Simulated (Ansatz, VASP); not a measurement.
# Two plane-wave programs on MgZn4O

```
Mg Zn O
1.0
     3.00716    0.00000    0.00000
    -1.50358    2.60428    0.00000
     0.00000    0.00000   11.18496
Mg Zn O
1 4 1
Direct
  0.33333 0.66667 0.11171
  0.66667 0.33333 0.87830
  0.33333 0.66667 0.51313
  0.00000 0.00000 0.69784
  0.00000 0.00000 0.32653
  0.00000 0.00000 0.02249
```

Alike in both runs: functional PBE; k mesh 12 × 12 × 4; occupations gaussian, width 0.1 eV; no spin polarisation.

Ansatz relaxed the structure, and its values are those at the end. VASP's run is a single point on that final structure, the one shown.

|  | VASP | Ansatz |
| --- | --- | --- |
| version | VASP 6.6.1 | Ansatz 0.2.0 |
| potentials or method | VASP PAW PBE potentials, release 64 (Mg, Zn, O), cutoff 520 eV | scalar-relativistic, plane waves, PAW |
| valence electrons in the cell | 56 | 64 |

|  | VASP | Ansatz | Ansatz less VASP |
| --- | --- | --- | --- |
| gap on the k mesh at the Fermi level (eV) | none | none | - |
| pressure (GPa) | 0.2 | 0.0 | -0.23 |
| rms of the force components (eV/Å) | 0.007 | 0.000 | -0.0064 |

A gap of «none» marks a metal or a gap that the smearing closes. VASP's potentials hold 56 valence electrons a cell and Ansatz's 64, so a difference there can come from the potentials and not from the codes.
